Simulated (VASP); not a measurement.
Here is a VASP 6.6.1 calculation.

The input POSCAR:

```
CdS
1.0
    0.0000000000      2.9968601724      2.9968601724
    2.9968601724      0.0000000000      2.9968601724
    2.9968601724      2.9968601724      0.0000000000
Cd S
1 1
Direct
    0.0000000000      0.0000000000      0.0000000000
    0.2500000000      0.2500000000      0.2500000000
```

Contents of INCAR.step1:

```
ALGO = Normal ; EDIFF = 1E-4
ENCUT = 520 ; GGA = PE
ISMEAR = 0 ; LASPH = True
LCHARG = False ; LREAL = False
LWAVE = True ; NBANDS = 16
NELM = 100 ; PREC = Accurate
SIGMA = 0.01
```

File INCAR.step2:

```
ALGO = Normal ; EDIFF = 1E-6
ENCUT = 520 ; ISIF = 2
ISMEAR = 0 ; ISTART = 1
LASPH = True ; LCHARG = False
LMIXTAU = True ; LREAL = False
LWAVE = False ; METAGGA = R2SCAN
NBANDS = 16 ; NELM = 100
PREC = Accurate ; SIGMA = 0.01
```

Contents of KPOINTS:

```
k-points
0
Gamma
  6 6 6
```

Potentials or basis: VASP PAW PBE potentials, release 64 (Cd, S).

The run is started by

```sh
$ cat potpaw_PBE.64/Cd/POTCAR potpaw_PBE.64/S/POTCAR > POTCAR
$ cp INCAR.step1 INCAR
$ mpirun -np 1 vasp_std > vasp.out
$ cp INCAR.step2 INCAR
$ mpirun -np 1 vasp_std > vasp.out
```

(1) What does it give for the band gap on the k mesh?

(2) Predict the pressure.

Results:

(1) 1.40 eV, direct.

(2) -2.9 GPa.

Caveat: the PAW data sets were made with another functional, which shifts forces and pressure a little.
